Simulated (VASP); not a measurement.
# ZrS2 in VASP: relaxation of the atoms with PBE+D3(BJ)

Aim: the relaxation of the atoms of ZrS2 with PBE+D3(BJ).

All numbers are computed with VASP 6.6.1; they aren't measurements. Logs are shortened: lines on timing, memory, paths and dates and some standing lists are left out, and cuts for length are marked.

## 1. The cell of the first run

The cell holds a slab with vacuum, 6 atoms: a = 3.648 Å, b = 3.648 Å, c = 44.271 Å, α = 90.00°, β = 90.00°, γ = 120.00°.

## 2. Relaxation of the atoms, PBE+D3(BJ)

Contents of INCAR:

```
SYSTEM = ZrS2
  PREC = Accurate
  ENCUT = 450
  EDIFF = 1E-7
  ISMEAR = 0
  SIGMA = 0.02
  LREAL = .False.
  LASPH = .True.
  NELM = 120
  ALGO = Normal
  ISIF = 2
  LWAVE = .False.
  LCHARG = .False.
  LDIPOL = .True.
  IDIPOL = 3
  DIPOL = 0.5 0.5 0.500
  GGA = PE
  IVDW = 12
  IBRION = 2
  NSW = 70
  EDIFFG = -0.01
  GGA_COMPAT = .False.
  NELMIN = 4
  NELMDL = -8
  KPAR = 4
```

Contents of KPOINTS:

```
Automatic mesh
0
Gamma
  12 12 1
  0 0 0
```

Contents of POSCAR:

```
ZrS2
1.0
    3.6481572915      0.0000000000      0.0000000000
   -1.8240786457      3.1593968914      0.0000000000
    0.0000000000      0.0000000000     44.2705330929
S Zr
4 2
Selective dynamics
Direct
    0.6666666667      0.3333333333      0.3968245252  F F T
    0.3333333333      0.6666666667      0.4627291590  T T T
    0.3333333333      0.6666666667      0.5372708410  F F T
    0.0000000000      0.0000000000      0.6031754748  T T T
    0.0000000000      0.0000000000      0.4297768421  T T T
    0.6666666667      0.3333333333      0.5702231579  T T T
```

Potentials or basis: VASP PAW PBE potentials, release 64 (S, Zr_sv).

The run is started by

```
> cat potpaw_PBE.64/S/POTCAR potpaw_PBE.64/Zr_sv/POTCAR > POTCAR
> mpirun -np 4 vasp_std > vasp.out
```

OUTCAR:

```text
SYSTEM = ZrS2
   PREC = Accurate
   ENCUT = 450
   EDIFF = 1E-7
   ISMEAR = 0
   LREAL = .False.
   LASPH = .True.
   NELM = 120
   ISIF = 2
   GGA = PE
   IVDW = 12
   IBRION = 2
   NSW = 70
   EDIFFG = -0.01
   NELMIN = 4
   NELMDL = -8
 IVDW          = 12

 ion  position               nearest neighbor table
   1  0.667  0.333  0.397-   5 2.56   5 2.56   5 2.56
   2  0.333  0.667  0.463-   5 2.56   5 2.56   5 2.56
   3  0.333  0.667  0.537-   6 2.56   6 2.56   6 2.56
   4  0.000  0.000  0.603-   6 2.56   6 2.56   6 2.56
   5  0.000  0.000  0.430-   1 2.56   2 2.56   1 2.56   2 2.56   1 2.56   2 2.56
   6  0.667  0.333  0.570-   3 2.56   4 2.56   3 2.56   4 2.56   4 2.56   3 2.56

  LATTYP: Found a hexagonal cell.
 ALAT       =     3.6481572915
 C/A-ratio  =    12.1350395708

  Lattice vectors:

 A1 = (   3.6481572915,   0.0000000000,   0.0000000000)
 A2 = (  -1.8240786457,   3.1593968914,   0.0000000000)
 A3 = (   0.0000000000,   0.0000000000,  44.2705330929)

Analysis of symmetry for initial positions (statically):
=====================================================================
 Subroutine PRICEL returns:
 Original cell was already a primitive cell.

 Routine SETGRP: Setting up the symmetry group for a
 hexagonal supercell.

 Subroutine GETGRP returns: Found 12 space group operations
 (whereof  6 operations were pure point group operations)
 out of a pool of 24 trial point group operations.

The static configuration has the point symmetry C_3v.
 The point group associated with its full space group is D_3d.

Analysis of symmetry for dynamics (positions and initial velocities):
=====================================================================
 Subroutine PRICEL returns:
 Original cell was already a primitive cell.

 Routine SETGRP: Setting up the symmetry group for a
 hexagonal supercell.

 Subroutine GETGRP returns: Found 12 space group operations
 (whereof  6 operations were pure point group operations)
 out of a pool of 24 trial point group operations.

The dynamic configuration has the point symmetry C_3v.
 The point group associated with its full space group is D_3d.

Analysis of constrained symmetry for selective dynamics:
=====================================================================
 Subroutine PRICEL returns:
 Original cell was already a primitive cell.

 Routine SETGRP: Setting up the symmetry group for a
 hexagonal supercell.

 Subroutine GETGRP returns: Found 12 space group operations
 (whereof  6 operations were pure point group operations)
 out of a pool of 24 trial point group operations.

The constrained configuration has the point symmetry C_3v.
 The point group associated with its full space group is D_3d.

 Subroutine INISYM returns: Found 12 space group operations
 (whereof  6 operations are pure point group operations),
 and found     1 'primitive' translations

----------------------------------------------------------------------------------------

                                     Primitive cell

  volume of cell :     510.2611

  direct lattice vectors                    reciprocal lattice vectors
     3.648157292  0.000000000  0.000000000     0.274110988  0.158258053  0.000000000
    -1.824078646  3.159396891  0.000000000     0.000000000  0.316516106  0.000000000
     0.000000000  0.000000000 44.270533093     0.000000000  0.000000000  0.022588388

  length of vectors
     3.648157292  3.648157291 44.270533093     0.316516106  0.316516106  0.022588388

  position of ions in fractional coordinates (direct lattice)
     0.666666667  0.333333333  0.396824525
     0.333333333  0.666666667  0.462729159
     0.333333333  0.666666667  0.537270841
     0.000000000  0.000000000  0.603175475
     0.000000000  0.000000000  0.429776842
     0.666666667  0.333333333  0.570223158

  ion indices of the primitive-cell ions
   primitive index   ion index
                 1           1
                 2           2
                 3           3
                 4           4
                 5           5
                 6           6

----------------------------------------------------------------------------------------

 KPOINTS: Automatic mesh

Automatic generation of k-mesh.
 Grid dimensions read from file:
 generate k-points for:   12   12    1

 Generating k-lattice:

  Cartesian coordinates                     Fractional coordinates (reciprocal lattice)
     0.022842582  0.013188171  0.000000000     0.083333333  0.000000000  0.000000000
     0.000000000  0.026376342  0.000000000     0.000000000  0.083333333  0.000000000
     0.000000000  0.000000000  0.022588388     0.000000000  0.000000000  1.000000000

  Length of vectors
     0.026376342  0.026376342  0.022588388

  Shift w.r.t. Gamma in fractional coordinates (k-lattice)
     0.000000000  0.000000000  0.000000000

 Subroutine IBZKPT returns following result:
 ===========================================

 Found     19 irreducible k-points:

 Following reciprocal coordinates:
            Coordinates               Weight
  0.000000  0.000000  0.000000      1.000000
  0.083333  0.000000  0.000000      6.000000
  0.166667  0.000000  0.000000      6.000000
  0.250000  0.000000  0.000000      6.000000
  0.333333  0.000000  0.000000      6.000000
  0.416667  0.000000  0.000000      6.000000
[... 11 lines left out ...]
  0.333333  0.250000  0.000000     12.000000
  0.333333  0.333333  0.000000      2.000000
   k-points           NKPTS =     19   k-points in BZ     NKDIM =     19   number of bands    NBANDS=     28
   number of dos      NEDOS =    301   number of ions     NIONS =      6
   total plane-waves  NPLWV = 250880
   dimension x,y,z NGX =    28 NGY =   28 NGZ =  320
   dimension x,y,z NGXF=    56 NGYF=   56 NGZF=  640
   ions per type =               4   2
   NGX,Y,Z   is equivalent  to a cutoff of  12.76, 12.76, 12.02 a.u.
   NGXF,Y,Z  is equivalent  to a cutoff of  25.52, 25.52, 24.03 a.u.
 SYSTEM =  ZrS2
   PREC   = accura    normal or accurate (medium, high low for compatibility)
   ISTART =      0    job   : 0-new  1-cont  2-samecut
   ICHARG =      2    charge: 1-file 2-atom 10-const
   ISPIN  =      1    spin polarized calculation?
   LNONCOLLINEAR =      F non collinear calculations
   LSORBIT =      F    spin-orbit coupling
   LASPH  =      T    aspherical Exc in radial PAW
   ENCUT  =  450.0 eV  33.07 Ry    5.75 a.u.   6.31  6.31 76.57*2*pi/ulx,y,z
   NELM   =    120;   NELMIN=  4; NELMDL= -8     # of ELM steps
   EDIFF  = 0.1E-06   stopping-criterion for ELM
   LREAL  =      F    real-space projection
   EDIFFG = -.1E-01   stopping-criterion for IOM
   NSW    =     70    number of steps for IOM
   IBRION =      2    ionic relax: 0-MD 1-quasi-New 2-CG
   NFREE  =      1    steps in history (QN), initial steepest desc. (CG)
   ISIF   =      2    stress and relaxation
   ISYM   =      2    0-nonsym 1-usesym 2-fastsym
   POTIM  = 0.5000    time-step for ionic-motion
   TEBEG  =    0.0;   TEEND  =   0.0 temperature during run
   PSTRESS=    0.0 pullay stress
   NELECT =      48.0000    total number of electrons
   NUPDOWN=      -1.0000    fix difference up-down
   EMIN   =  10.00;   EMAX   =-10.00  energy-range for DOS
   EFERMI =   0.00;   METHOD = LEGACY
   ISMEAR =     0;   SIGMA  =   0.02  broadening in eV -4-tet -1-fermi 0-gaus
   EFERMI_NEDOS =   21; number of points for ismear=-14 and -15
   IALGO  =     38    algorithm
   IMIX   =      4    mixing-type and parameters
     AMIX     =   0.40;   BMIX     =  1.00
     AMIX_MAG =   1.60;   BMIX_MAG =  1.00
  volume/ion in A,a.u.               =      85.04       573.90
  Fermi-wavevector in a.u.,A,eV,Ry     =   0.744545  1.406986  7.542357  0.554348
  Thomas-Fermi vector in A             =   1.839922
   LORBIT       =      0    0 simple, 1 ext, 2 COOP (PROOUT), +10 PAW based schemes
   GGA     = PE    functional components
   LHFCALC =     F    Hartree Fock is set to
   AEXX    =    0.0000 exact exchange contribution
   IVDW    =    12    specifies the selected vdW correction
   LEPSILON=     F    determine dielectric tensor
   LRPA    =     F    only Hartree local field effects (RPA)
 conjugate gradient relaxation of ions
 non-spin polarized calculation
 Gauss-broadening in eV      SIGMA  =   0.02
  energy-cutoff  :      450.00
  volume of cell :      510.26
 maximum number of plane-waves:     11133
 NGX is ok and might be reduce to    28
   NGX = 13   NGY = 13   NGZ =153

 dipolmoment           0.000000      0.000000      0.000000 electrons x Angstroem

--------------------------------------- Ionic step        1  -------------------------------------------

 number of electron      48.0000000 magnetization

 Free energy of the ion-electron system (eV)
  ---------------------------------------------------
  ext. energy  EPLUGINS =         0.00000000
  ---------------------------------------------------
  free energy    TOTEN  =       -42.81065449 eV

  energy without entropy =      -42.81065449  energy(sigma->0) =      -42.81065449

------------------------ aborting loop because EDIFF is reached ----------------------------------------

 Edisp (eV)   -1.70781

 E8    (eV) :    -0.7483
[... 117 lines left out ...]
  FREE ENERGIE OF THE ION-ELECTRON SYSTEM (eV)
  ---------------------------------------------------
  free  energy   TOTEN  =       -44.5187851857 eV

  energy  without entropy=      -44.5187851857  energy(sigma->0) =      -44.51878519

[... ionic steps 4 to 7 ...]

--------------------------------------- Ionic step        8  -------------------------------------------

 number of electron      48.0000001 magnetization

------------------------ aborting loop because EDIFF is reached ----------------------------------------
[... 83 lines left out ...]
--------------------------------------- Ionic step       10  -------------------------------------------

 number of electron      48.0000001 magnetization

 dipolmoment           0.000000      0.000000     -0.000001 electrons x Angstroem

 Free energy of the ion-electron system (eV)
  ---------------------------------------------------
  ext. energy  EPLUGINS =         0.00000000
  ---------------------------------------------------
  free energy    TOTEN  =       -42.81564099 eV

  energy without entropy =      -42.81564099  energy(sigma->0) =      -42.81564099

 E-fermi :  -3.3202     XC(G=0):  -2.8129

 val. band max:       -3.4699052461   @ k =   0.0000   0.0000   0.0000
 cond. band min:      -2.4622120185   @ k =   0.5000   0.0000   0.0000
 fundamental gap:      1.0076932276
 Fermi energy:        -3.3202360260

 k-point     1 :       0.0000    0.0000    0.0000
  band No.  band energies     occupation
      1     -52.3355      2.00000
      2     -52.3355      2.00000
      3     -30.4048      2.00000
      4     -30.4046      2.00000
      5     -30.2442      2.00000
      6     -30.2442      2.00000
[... 578 lines left out ...]
     27      -0.4495      0.00000
     28      -0.3193      0.00000

------------------------ aborting loop because EDIFF is reached ----------------------------------------

 vacuum level on the upper side and lower side of the slab       (xc-potential included)        -0.084        -0.084

 Edisp (eV)   -1.70367

 E8    (eV) :    -0.7466

  FORCE on cell =-STRESS in cart. coord.  units (eV):
  Direction    XX          YY          ZZ          XY          YZ          ZX
  --------------------------------------------------------------------------------------
  -------------------------------------------------------------------------------------
  Total      -0.20098    -0.20098     0.04239    -0.00000     0.00000     0.00000
  in kB      -0.63105    -0.63105     0.13310    -0.00000     0.00000     0.00000
  external pressure =       -0.38 kB  Pullay stress =        0.00 kB
[... 21 lines left out ...]
  FREE ENERGIE OF THE ION-ELECTRON SYSTEM (eV)
  ---------------------------------------------------
  free  energy   TOTEN  =       -44.5193080713 eV

  energy  without entropy=      -44.5193080713  energy(sigma->0) =      -44.51930807

 reached required accuracy - stopping structural energy minimisation

 vacuum level on the upper side and lower side of the slab         2.843         2.843
```

It took 7.1 min on 4 MPI ranks of AMD EPYC 7R13 (Zen 3), shared host; peak memory 0.7 GiB.

What came out:

| Item | Value |
| --- | --- |
| Free energy | -44.5193 eV |
| Energy gained by relaxing | 0.1 meV/atom |
| Ionic steps | 10 |
| Band gap on the k mesh | 1.01 eV (least direct gap 1.66 eV) |
| Dispersion energy per atom | -0.284 eV |

The path:
| step | energy change (eV) | largest force on free atoms (eV/Å) | pressure (GPa) |
| --- | --- | --- | --- |
| 1 | 0.0000 | 0.0674 | -0.07 |
| 2 | -0.0003 | 0.0183 | -0.05 |
| 3 | -0.0003 | 0.0208 | -0.05 |
| 4 | -0.0004 | 0.0127 | -0.04 |
| 5 | -0.0004 | 0.0105 | -0.03 |
| 6 | -0.0004 | 0.0144 | -0.02 |
| 7 | -0.0004 | 0.0142 | -0.02 |
| 8 | -0.0005 | 0.0130 | -0.03 |
| 9 | -0.0006 | 0.0107 | -0.03 |
| 10 | -0.0008 | 0.0065 | -0.04 |

Final structure:
```
S Zr
1.0
     3.64816    0.00000    0.00000
    -1.82408    3.15940    0.00000
     0.00000    0.00000   44.27053
S Zr
4 2
Direct
  0.66667 0.33333 0.39652
  0.33333 0.66667 0.46232
  0.33333 0.66667 0.53768
  0.00000 0.00000 0.60348
  0.00000 0.00000 0.42949
  0.66667 0.33333 0.57051
```

Levels at points of the mesh, in eV from the valence-band top:
```tsv
k point	band 21	band 22	band 23	band 24	band 25	band 26	band 27	band 28
(0.00, 0.00, 0.00)	-0.07	-0.07	0.00	0.00	1.67	1.67	1.67	1.67
(0.50, 0.00, 0.00)	-1.40	-1.00	-0.95	-0.92	1.01	1.18	3.43	3.43
```
